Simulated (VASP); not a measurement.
# CdHg2S3 (R-3m) in VASP: further runs

CdHg2S3 is run at these levels: PBE; tasks: single point, relaxation of cell and atoms.

All numbers are computed with VASP 6.6.1; they aren't measurements. Logs are shortened: lines on timing, memory, paths and dates and some standing lists are left out, and cuts for length are marked.

### Step 1. The cell of the first run

The structure is trigonal, space group R-3m (No. 166). Conventional cell: a = 6.981 Å, b = 6.981 Å, c = 9.995 Å, α = 90.00°, β = 90.00°, γ = 120.00°. Within 3.4 Å of Cd (site symmetry -3m) lie 6 S at 2.61 Å. Hg (site symmetry 3m) has 1 Hg at 2.78 Å and 3 S at 2.80 Å and 1 Cd at 3.61 Å within 3.7 Å. S (site symmetry 2/m) has 2 Cd at 2.61 Å and 2 Hg at 2.80 Å within 3.4 Å.

### Step 2. Single point, PBE

Contents of INCAR:

```
SYSTEM = CdHg2S3
ALGO = Normal
EDIFF = 1E-7
ENCUT = 520
GGA = PE
ISIF = 2
ISMEAR = 0
LASPH = .True.
LCHARG = .False.
LREAL = .False.
LWAVE = .False.
NBANDS = 36
NELM = 80
PREC = Accurate
SIGMA = 0.1
```

Contents of KPOINTS:

```
k-points
0
Gamma
  3 3 3
  0 0 0
```

Contents of POSCAR:

```
CdHg2S3
1.0
    3.4904490062      2.0152116733      3.3317564320
   -3.4904490062      2.0152116733      3.3317564320
    0.0000000000     -4.0304233467      3.3317564320
Cd Hg S
1 2 3
Direct
    0.0000000000      0.0000000000      0.0000000000
    0.6391378698      0.6391378698      0.6391378698
    0.3608621302      0.3608621302      0.3608621302
    0.0000000000      0.5000000000      0.0000000000
    0.5000000000      0.0000000000      0.0000000000
    0.0000000000      0.0000000000      0.5000000000
```

Potentials or basis: VASP PAW PBE potentials, release 64 (Cd, Hg, S).

Command:

```
$ cat potpaw_PBE.64/Cd/POTCAR potpaw_PBE.64/Hg/POTCAR potpaw_PBE.64/S/POTCAR > POTCAR
$ mpirun -np 1 vasp_std > vasp.out
```

OUTCAR:

```text
SYSTEM = CdHg2S3
   EDIFF = 1E-7
   ENCUT = 520
   GGA = PE
   ISIF = 2
   ISMEAR = 0
   LASPH = .True.
   LREAL = .False.
   NELM = 80
   PREC = Accurate

 ion  position               nearest neighbor table
   1  0.000  0.000  0.000-   4 2.61   5 2.61   4 2.61   5 2.61   6 2.61   6 2.61   2 3.61   3 3.61

   2  0.639  0.639  0.639-   3 2.78   6 2.80   5 2.80   4 2.80   1 3.61
   3  0.361  0.361  0.361-   2 2.78   6 2.80   5 2.80   4 2.80   1 3.61
   4  0.000  0.500  0.000-   1 2.61   1 2.61   3 2.80   2 2.80
   5  0.500  0.000  0.000-   1 2.61   1 2.61   3 2.80   2 2.80
   6  0.000  0.000  0.500-   1 2.61   1 2.61   3 2.80   2 2.80

  LATTYP: Found a trigonal (rhomboedric) cell.
 ALAT       =     5.2292363950
 COS(alpha) =     0.1089213455

  Lattice vectors:

 A1 = (   3.4904490062,   2.0152116733,   3.3317564320)
 A2 = (  -3.4904490062,   2.0152116733,   3.3317564320)
 A3 = (   0.0000000000,  -4.0304233467,   3.3317564320)

Analysis of symmetry for initial positions (statically):
=====================================================================
 Subroutine PRICEL returns:
 Original cell was already a primitive cell.

 Routine SETGRP: Setting up the symmetry group for a
 trigonal (rhombohedral) supercell.

 Subroutine GETGRP returns: Found 12 space group operations
 (whereof 12 operations were pure point group operations)
 out of a pool of 12 trial point group operations.

The static configuration has the point symmetry D_3d.

Analysis of symmetry for dynamics (positions and initial velocities):
=====================================================================
 Subroutine PRICEL returns:
 Original cell was already a primitive cell.

 Routine SETGRP: Setting up the symmetry group for a
 trigonal (rhombohedral) supercell.

 Subroutine GETGRP returns: Found 12 space group operations
 (whereof 12 operations were pure point group operations)
 out of a pool of 12 trial point group operations.

The dynamic configuration has the point symmetry D_3d.

 Subroutine INISYM returns: Found 12 space group operations
 (whereof 12 operations are pure point group operations),
 and found     1 'primitive' translations

----------------------------------------------------------------------------------------

                                     Primitive cell

  volume of cell :     140.6133

  direct lattice vectors                    reciprocal lattice vectors
     3.490449006  2.015211673  3.331756432     0.143248046  0.082704298  0.100047329
    -3.490449006  2.015211673  3.331756432    -0.143248046  0.082704298  0.100047329
     0.000000000 -4.030423347  3.331756432     0.000000000 -0.165408596  0.100047329

  length of vectors
     5.229236395  5.229236395  5.229236395     0.193311851  0.193311851  0.193311851

  position of ions in fractional coordinates (direct lattice)
     0.000000000  0.000000000  0.000000000
     0.639137870  0.639137870  0.639137870
     0.360862130  0.360862130  0.360862130
     0.000000000  0.500000000  1.000000000
     0.500000000  0.000000000  1.000000000
     0.000000000  0.000000000  0.500000000

  ion indices of the primitive-cell ions
   primitive index   ion index
                 1           1
                 2           2
                 3           3
                 4           4
                 5           5
                 6           6

----------------------------------------------------------------------------------------

 KPOINTS: k-points

Automatic generation of k-mesh.
 Grid dimensions read from file:
 generate k-points for:    3    3    3

 Generating k-lattice:

  Cartesian coordinates                     Fractional coordinates (reciprocal lattice)
     0.047749349  0.027568099  0.033349110     0.333333333  0.000000000 -0.000000000
    -0.047749349  0.027568099  0.033349110     0.000000000  0.333333333 -0.000000000
     0.000000000 -0.055136199  0.033349110    -0.000000000 -0.000000000  0.333333333

  Length of vectors
     0.064437284  0.064437284  0.064437284

  Shift w.r.t. Gamma in fractional coordinates (k-lattice)
     0.000000000  0.000000000  0.000000000

 Subroutine IBZKPT returns following result:
 ===========================================

 Found      6 irreducible k-points:

 Following reciprocal coordinates:
            Coordinates               Weight
  0.000000  0.000000  0.000000      1.000000
  0.333333 -0.000000  0.000000      6.000000
  0.333333  0.333333  0.000000      6.000000
 -0.333333  0.333333  0.000000      6.000000
  0.333333  0.333333  0.333333      2.000000
 -0.333333  0.333333  0.333333      6.000000
   k-points           NKPTS =      6   k-points in BZ     NKDIM =      6   number of bands    NBANDS=     36
   number of dos      NEDOS =    301   number of ions     NIONS =      6
   total plane-waves  NPLWV =  64000
   dimension x,y,z NGX =    40 NGY =   40 NGZ =   40
   dimension x,y,z NGXF=    80 NGYF=   80 NGZF=   80
   ions per type =               1   2   3
   NGX,Y,Z   is equivalent  to a cutoff of  12.72, 12.72, 12.72 a.u.
   NGXF,Y,Z  is equivalent  to a cutoff of  25.43, 25.43, 25.43 a.u.
 SYSTEM =  CdHg2S3
   PREC   = accura    normal or accurate (medium, high low for compatibility)
   ISTART =      0    job   : 0-new  1-cont  2-samecut
   ICHARG =      2    charge: 1-file 2-atom 10-const
   ISPIN  =      1    spin polarized calculation?
   LNONCOLLINEAR =      F non collinear calculations
   LSORBIT =      F    spin-orbit coupling
   LASPH  =      T    aspherical Exc in radial PAW
   ENCUT  =  520.0 eV  38.22 Ry    6.18 a.u.   9.72  9.72  9.72*2*pi/ulx,y,z
   NELM   =     80;   NELMIN=  2; NELMDL= -5     # of ELM steps
   EDIFF  = 0.1E-06   stopping-criterion for ELM
   LREAL  =      F    real-space projection
   EDIFFG = 0.1E-05   stopping-criterion for IOM
   NSW    =      0    number of steps for IOM
   IBRION =     -1    ionic relax: 0-MD 1-quasi-New 2-CG
   NFREE  =      0    steps in history (QN), initial steepest desc. (CG)
   ISIF   =      2    stress and relaxation
   ISYM   =      2    0-nonsym 1-usesym 2-fastsym
   POTIM  = 0.5000    time-step for ionic-motion
   TEBEG  =    0.0;   TEEND  =   0.0 temperature during run
   PSTRESS=    0.0 pullay stress
   NELECT =      54.0000    total number of electrons
   NUPDOWN=      -1.0000    fix difference up-down
   EMIN   =  10.00;   EMAX   =-10.00  energy-range for DOS
   EFERMI =   0.00;   METHOD = LEGACY
   ISMEAR =     0;   SIGMA  =   0.10  broadening in eV -4-tet -1-fermi 0-gaus
   EFERMI_NEDOS =   21; number of points for ismear=-14 and -15
   IALGO  =     38    algorithm
   IMIX   =      4    mixing-type and parameters
     AMIX     =   0.40;   BMIX     =  1.00
     AMIX_MAG =   1.60;   BMIX_MAG =  1.00
  volume/ion in A,a.u.               =      23.44       158.15
  Fermi-wavevector in a.u.,A,eV,Ry     =   1.189955  2.248689 19.265758  1.415993
  Thomas-Fermi vector in A             =   2.326051
   LORBIT       =      0    0 simple, 1 ext, 2 COOP (PROOUT), +10 PAW based schemes
   GGA     = PE    functional components
   LHFCALC =     F    Hartree Fock is set to
   AEXX    =    0.0000 exact exchange contribution
   IVDW    =     0    specifies the selected vdW correction
   LEPSILON=     F    determine dielectric tensor
   LRPA    =     F    only Hartree local field effects (RPA)
 non-spin polarized calculation
 Gauss-broadening in eV      SIGMA  =   0.10
  energy-cutoff  :      520.00
  volume of cell :      140.61
 maximum number of plane-waves:      3795
   NGX = 19   NGY = 19   NGZ = 19

 number of electron      53.9999989 magnetization

 Free energy of the ion-electron system (eV)
  ---------------------------------------------------
  ext. energy  EPLUGINS =         0.00000000
  ---------------------------------------------------
  free energy    TOTEN  =       -12.06498694 eV

  energy without entropy =      -12.03764895  energy(sigma->0) =      -12.05131794

 E-fermi :   1.9752     XC(G=0):  -9.8554

 val. band max:        1.8646596993   @ k =   0.3333  -0.0000   0.0000
 cond. band min:       2.0108717531   @ k =   0.3333   0.3333   0.0000
 fundamental gap:      0.1462120539
 Fermi energy:         1.9752026414

 k-point     1 :       0.0000    0.0000    0.0000
  band No.  band energies     occupation
      1     -10.6779      2.00000
      2      -9.5827      2.00000
      3      -9.5827      2.00000
      4      -5.6402      2.00000
      5      -5.5584      2.00000
      6      -5.5584      2.00000
[... 28 lines left out ...]
     35       9.4410      0.00000
     36       9.8048      0.00000

 k-point     2 :       0.3333   -0.0000    0.0000
  band No.  band energies     occupation
      1     -10.4161      2.00000
      2      -9.6721      2.00000
      3      -9.5912      2.00000
      4      -5.8085      2.00000
      5      -5.6317      2.00000
      6      -5.5893      2.00000
[... 28 lines left out ...]
     35       9.1848      0.00000
     36      10.0075      0.00000

 k-point     3 :       0.3333    0.3333    0.0000
  band No.  band energies     occupation
      1     -10.2245      2.00000
      2      -9.7092      2.00000
      3      -9.5154      2.00000
      4      -5.8816      2.00000
      5      -5.8187      2.00000
      6      -5.6123      2.00000
[... 28 lines left out ...]
     35       9.7999      0.00000
     36      10.0777      0.00000

 k-point     4 :      -0.3333    0.3333    0.0000
  band No.  band energies     occupation
      1     -10.1332      2.00000
      2      -9.7934      2.00000
      3      -9.5496      2.00000
      4      -5.9152      2.00000
      5      -5.7831      2.00000
      6      -5.6132      2.00000
[... 28 lines left out ...]
     35       9.6355      0.00000
     36      10.0614      0.00000

 k-point     5 :       0.3333    0.3333    0.3333
  band No.  band energies     occupation
      1     -10.1509      2.00000
      2      -9.5169      2.00000
      3      -9.5169      2.00000
      4      -5.8845      2.00000
      5      -5.8845      2.00000
      6      -5.8648      2.00000
[... 28 lines left out ...]
     35       8.9569      0.00000
     36      10.5848      0.00000

 k-point     6 :      -0.3333    0.3333    0.3333
  band No.  band energies     occupation
      1      -9.9631      2.00000
      2      -9.7490      2.00000
      3      -9.5179      2.00000
      4      -5.9257      2.00000
      5      -5.8803      2.00000
      6      -5.7778      2.00000
[... 28 lines left out ...]
     35       9.1434      0.00000
     36       9.8844      0.00000

------------------------ aborting loop because EDIFF is reached ----------------------------------------

  FORCE on cell =-STRESS in cart. coord.  units (eV):
  Direction    XX          YY          ZZ          XY          YZ          ZX
  --------------------------------------------------------------------------------------
  -------------------------------------------------------------------------------------
  Total        0.3667451      0.3667451      0.4822140      0.0000000     -0.0000000      0.0000000
  in kB        4.1787693      4.1787693      5.4944464      0.0000000     -0.0000000      0.0000000
  external PRESSURE =       4.6173283 kB  Pullay stress =       0.0000000 kB

 VOLUME and BASIS-vectors are now :
 -----------------------------------------------------------------------------
  energy-cutoff  :      520.00
  volume of cell :      140.61
      direct lattice vectors                 reciprocal lattice vectors
     3.490449006  2.015211673  3.331756432     0.143248046  0.082704298  0.100047329
    -3.490449006  2.015211673  3.331756432    -0.143248046  0.082704298  0.100047329
     0.000000000 -4.030423347  3.331756432     0.000000000 -0.165408596  0.100047329

 POSITION                                       TOTAL-FORCE (eV/Angst)
 -----------------------------------------------------------------------------------
      0.00000      0.00000      0.00000        -0.000000     -0.000000      0.000000
      0.00000     -0.00000      6.38836        -0.000000     -0.000000      0.014526
      0.00000     -0.00000      3.60691        -0.000000      0.000000     -0.014526
     -1.74522      1.00761      1.66588         0.000000     -0.000000      0.000000
      1.74522      1.00761      1.66588        -0.000000     -0.000000      0.000000
      0.00000     -2.01521      1.66588         0.000000     -0.000000      0.000000
 -----------------------------------------------------------------------------------
    total drift:                               -0.000000      0.000000     -0.000000

  FREE ENERGIE OF THE ION-ELECTRON SYSTEM (eV)
  ---------------------------------------------------
  free  energy   TOTEN  =       -12.0649869392 eV

  energy  without entropy=      -12.0376489470  energy(sigma->0) =      -12.05131794
```

Wall time 25 s (1 thread of Intel Xeon Platinum 8488C (Sapphire Rapids), shared host); peak memory 0.25 GiB.

What came out:

* Free energy: -12.0650 eV
* Pressure: 0.5 GPa
* Largest force: 0.015 eV/Å
* Band gap on the k mesh: zero (band 27 reaches 2.31 eV, above the bottom of band 28 at 1.72 eV)

Forces on the atoms (eV/Å):
```
Cd   0.000  0.000  0.000
Hg   0.000  0.000  0.015
Hg   0.000  0.000 -0.015
S    0.000  0.000  0.000
S    0.000  0.000  0.000
S    0.000  0.000  0.000
```

Levels at points of the mesh, in eV from the Fermi level:
| k point | band 24 | band 25 | band 26 | band 27 | band 28 | band 29 | band 30 | band 31 |
| --- | --- | --- | --- | --- | --- | --- | --- | --- |
| (0.00, 0.00, 0.00) | -0.84 | -0.84 | -0.33 | -0.33 | -0.25 | 1.10 | 3.49 | 4.15 |

Caveat: the k points lie up to 0.40 Å⁻¹ apart; spin-orbit coupling is left out, which moves the levels of the heavy elements.

### Step 3. Single point, PBE

This run uses another cell than the first one, of 26.52 Å³/atom, 1.132 times its volume.

Contents of INCAR:

```
SYSTEM = CdHg2S3
ALGO     = Normal         ! electronic algorithm
EDIFF    = 1E-6           ! SCF threshold, eV
ENCUT    = 520            ! plane-wave cutoff, eV
GGA      = PE             ! functional
ISIF     = 2              ! what is computed and relaxed
ISMEAR   = 0              ! smearing method
LASPH    = .True.         ! aspherical terms in the spheres
LCHARG   = .True.         ! write CHGCAR
LELF     = .True.         ! ELF
LREAL    = .False.        ! projectors in reciprocal space
LVHAR    = .True.       
LWAVE    = .False.        ! write WAVECAR
NBANDS   = 36             ! bands
NELM     = 60             ! most SCF steps
PREC     = Accurate       ! precision mode
SIGMA    = 0.1            ! smearing width, eV
```

KPOINTS is that of step 2.

Contents of POSCAR:

```
CdHg2S3
1.0
    3.1356992400      1.8103968000      4.6723000000
   -3.1356992400      1.8103968000      4.6723000000
    0.0000000000     -3.6207936000      4.6723000000
Cd Hg S
1 2 3
Direct
    0.0000000000      0.0000000000      0.0000000000
    0.6269865000      0.6269865000      0.6269865000
    0.3730135000      0.3730135000      0.3730135000
    0.0000000000      0.5000000000      0.0000000000
    0.5000000000      0.0000000000      0.0000000000
    0.0000000000      0.0000000000      0.5000000000
```

Potentials or basis: VASP PAW PBE potentials, release 64 (Cd, Hg, S).

Command:

```
$ cat potpaw_PBE.64/Cd/POTCAR potpaw_PBE.64/Hg/POTCAR potpaw_PBE.64/S/POTCAR > POTCAR
$ mpirun -np 1 vasp_std > vasp.out
```

Run time: 32 s. Hardware: 1 thread of Intel Xeon Platinum 8488C (Sapphire Rapids), shared host; peak memory 0.32 GiB.

The run converged. Its results:

- Free energy: -10.0879 eV
- Pressure: -5.5 GPa
- Largest force: 0.018 eV/Å
- Band gap on the k mesh: zero (band 27 reaches 1.89 eV, above the bottom of band 28 at 1.26 eV)

Forces on the atoms (eV/Å):
```
Cd   0.000  0.000  0.000
Hg   0.000  0.000 -0.018
Hg   0.000  0.000  0.018
S    0.000  0.000  0.000
S    0.000  0.000  0.000
S    0.000  0.000  0.000
```

Stress tensor (GPa, compression positive):
```
-4.88  0.00  0.00
 0.00 -4.88  0.00
 0.00  0.00 -6.62
```

Levels at points of the mesh, in eV from the Fermi level:
```csv
k point,band 25,band 26,band 27,band 28,band 29,band 30
"(0.00, 0.00, 0.00)",-1.27,-0.17,0.13,0.61,1.02,1.02
```

Caveat: the k points lie up to 0.41 Å⁻¹ apart; spin-orbit coupling is left out, which moves the levels of the heavy elements.

### Step 4. Relaxation of cell and atoms, PBE

This run uses another cell than the first one, of 26.52 Å³/atom, 1.132 times its volume.

Contents of INCAR:

```
SYSTEM = CdHg2S3
PREC = Accurate
ENCUT = 600
EDIFF = 1E-6
ISMEAR = 0
SIGMA = 0.1
LREAL = .False.
LASPH = .True.
NELM = 60
ALGO = Normal
ISIF = 3
LWAVE = .False.
LCHARG = .False.
GGA = PE
IBRION = 2
NSW = 90
EDIFFG = -0.04
```

Contents of KPOINTS:

```
Automatic mesh
0
Gamma
  3 3 3
  0 0 0
```

POSCAR is that of step 3.

Command:

```
$ cat potpaw_PBE.64/Cd/POTCAR potpaw_PBE.64/Hg/POTCAR potpaw_PBE.64/S/POTCAR > POTCAR
$ mpirun -np 1 vasp_std > vasp.out
```

Wall time 8.7 min (1 thread of Intel Xeon Platinum 8488C (Sapphire Rapids), shared host); peak memory 0.36 GiB.

Results (log left out):

- Free energy: -12.0640 eV
- Relaxed volume: 23.66 Å³/atom
- Relaxed cell: a = 5.246 Å, b = 5.246 Å, c = 5.246 Å, α = 83.77°, β = 83.77°, γ = 83.77°
- Space group after relaxing (to 0.05 Å): R-3m (No. 166)
- Energy gained by relaxing: 329.3 meV/atom
- Ionic steps: 31
- Pressure after relaxing: 0.0 GPa
- Largest force after relaxing: 0.025 eV/Å
- Band gap on the k mesh: zero (band 27 reaches 2.21 eV, above the bottom of band 28 at 1.65 eV)

Forces on the atoms (eV/Å):
```
Cd   0.000  0.000  0.000
Hg   0.000  0.000 -0.025
Hg   0.000  0.000  0.025
S    0.000  0.000  0.000
S    0.000  0.000  0.000
S    0.000  0.000  0.000
```

Stress tensor (GPa, compression positive):
```
 0.05  0.00  0.00
 0.00  0.05  0.00
 0.00  0.00 -0.09
```

The path:
```csv
step,energy change (eV),largest force (eV/Å),pressure (GPa),volume (Å³)
1,0.0000,0.0179,-5.44,159.14
2,-0.5082,0.0743,-1.92,139.28
3,-0.5536,0.1026,0.02,133.16
4,-0.5539,0.1055,0.22,132.61
5,-0.6008,0.1101,0.31,132.34
6,-0.8402,0.0849,0.74,131.28
7,-1.3934,0.3006,3.45,128.03
8,3.2345,20.5744,34.09,116.56
9,-1.4634,0.3378,4.06,127.41
10,-1.2997,2.7544,9.37,123.96
11,-1.5131,0.8472,5.41,126.33
12,-1.5092,1.0963,5.99,125.92
13,-1.5146,1.1574,6.03,126.01
14,-1.5258,1.3518,6.16,126.27
15,-1.5251,1.7975,6.48,126.78
16,-1.5295,1.5774,6.30,126.54
17,-1.5465,1.5471,6.09,126.89
18,-1.5946,1.4591,5.45,127.93
19,-1.6784,1.2967,4.27,130.03
20,-1.8003,1.0181,2.23,134.29
21,-1.8904,0.6252,-0.93,143.01
22,-1.9016,0.5644,-0.86,142.73
23,-1.9294,0.4008,-0.56,141.87
24,-1.9612,0.1272,0.17,140.16
25,-1.9228,0.3995,2.29,136.74
26,-1.9651,0.0299,0.54,139.42
27,-1.9652,0.0065,0.63,139.27
28,-1.9707,0.0133,0.34,140.26
29,-1.9749,0.0467,-0.12,142.04
30,-1.9750,0.0487,-0.14,142.15
31,-1.9760,0.0252,0.00,141.98
```

Final structure:
```yaml
crystal:
  lattice:
    - [3.50234, 2.02207, 3.34146]
    - [-3.50234, 2.02207, 3.34146]
    - [0.00000, -4.04415, 3.34146]
  atoms:
    - { symbol: Cd, position: [0.00000, 0.00000, 0.00000] }
    - { symbol: Hg, position: [0.63983, 0.63983, 0.63983] }
    - { symbol: Hg, position: [0.36017, 0.36017, 0.36017] }
    - { symbol: S, position: [0.00000, 0.50000, 0.00000] }
    - { symbol: S, position: [0.50000, 0.00000, 0.00000] }
    - { symbol: S, position: [0.00000, 0.00000, 0.50000] }
```

Levels at points of the mesh, in eV from the Fermi level:
```tsv
k point	band 25	band 26	band 27	band 28	band 29	band 30
(0.00, 0.00, 0.00)	-0.84	-0.33	-0.33	-0.25	1.07	3.43
```

Caveat: the k points lie up to 0.40 Å⁻¹ apart in the final cell; spin-orbit coupling is left out, which moves the levels of the heavy elements.

(Part 1 of 2 ends here.)
